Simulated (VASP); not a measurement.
Write the native input for VASP 6.6.1 that does the following.

| Quantity | Value |
| --- | --- |
| Task | single point |
| Functional | r2SCAN |
| Potentials or basis | VASP PAW PBE potentials, release 64 (Ti_sv, O) |
| Cutoff | 520 eV |
| k mesh | 8 × 8 × 6 |
| Occupations | methfessel-paxton, width 0.99 eV |
| Spin | no spin polarisation |
| Dipole correction | no |
| Further INCAR settings | ALGO = Normal; EDIFF = 1e-07; NBANDS = 33 |

The system is TiO2.

```
CELL_PARAMETERS angstrom
2.70603 -2.70666 0.00000
2.70603 2.70666 0.00000
-2.63353 0.00000 4.79664
ATOMIC_POSITIONS crystal
Ti 0.13411 0.86589 0.25000
Ti 0.86589 0.13411 0.75000
O 0.33122 0.08876 0.66715
O 0.66878 0.91124 0.33285
O 0.91124 0.66878 0.83285
O 0.08876 0.33122 0.16715
```

One way to write it, as run:

POSCAR

```
TiO2
1.0
    2.7060340000     -2.7066550000      0.0000000000
    2.7060340000      2.7066550000      0.0000000000
   -2.6335310000      0.0000000000      4.7966370000
Ti O
2 4
Direct
    0.1341100000      0.8658900000      0.2500000000
    0.8658900000      0.1341100000      0.7500000000
    0.3312210000      0.0887550000      0.6671490000
    0.6687790000      0.9112450000      0.3328510000
    0.9112450000      0.6687790000      0.8328510000
    0.0887550000      0.3312210000      0.1671490000
```

INCAR.step1

```
SYSTEM = TiO2
PREC     = Accurate       ! precision mode
ENCUT    = 520            ! plane-wave cutoff, eV
ISMEAR   = 1              ! smearing method
SIGMA    = 0.99           ! smearing width, eV
LREAL    = .FALSE.        ! projectors in reciprocal space
LASPH    = .TRUE.         ! aspherical terms in the spheres
NELM     = 60             ! most SCF steps
NBANDS   = 33             ! bands
GGA      = PE             ! functional
ALGO     = Normal         ! electronic algorithm
EDIFF    = 1E-4           ! SCF threshold, eV
LWAVE    = .TRUE.         ! write WAVECAR
LCHARG   = .FALSE.        ! write CHGCAR
```

INCAR.step2

```
SYSTEM = TiO2
PREC     = Accurate       ! precision mode
ENCUT    = 520            ! plane-wave cutoff, eV
EDIFF    = 1E-7           ! SCF threshold, eV
ISMEAR   = 1              ! smearing method
SIGMA    = 0.99           ! smearing width, eV
LREAL    = .FALSE.        ! projectors in reciprocal space
LASPH    = .TRUE.         ! aspherical terms in the spheres
NELM     = 60             ! most SCF steps
ALGO     = Normal         ! electronic algorithm
ISIF     = 2              ! what is computed and relaxed
LWAVE    = .FALSE.        ! write WAVECAR
LCHARG   = .FALSE.        ! write CHGCAR
METAGGA  = R2SCAN         ! meta-GGA
LMIXTAU  = .TRUE.       
NBANDS   = 33             ! bands
ISTART   = 1
```

KPOINTS

```
regular mesh
0
G
  8 8 6
  0 0 0
```

Potentials or basis: VASP PAW PBE potentials, release 64 (Ti_sv, O).

Run with:

```console
$ cat potpaw_PBE.64/Ti_sv/POTCAR potpaw_PBE.64/O/POTCAR > POTCAR
$ cp INCAR.step1 INCAR
$ mpirun -np 1 vasp_std > vasp.out
$ cp INCAR.step2 INCAR
$ mpirun -np 1 vasp_std > vasp.out
```

Results of the run:

The pressure is -5.3 GPa. The largest force is 0.114 eV/Å. The band gap on the k mesh is 2.48 eV, indirect (least direct gap 2.84 eV).

Caveat: the PAW data sets were made with another functional, which shifts forces and pressure a little.

Run time: 14 min on 1 thread of Intel Xeon 6975P-C (shared host), peak memory 0.33 GiB.
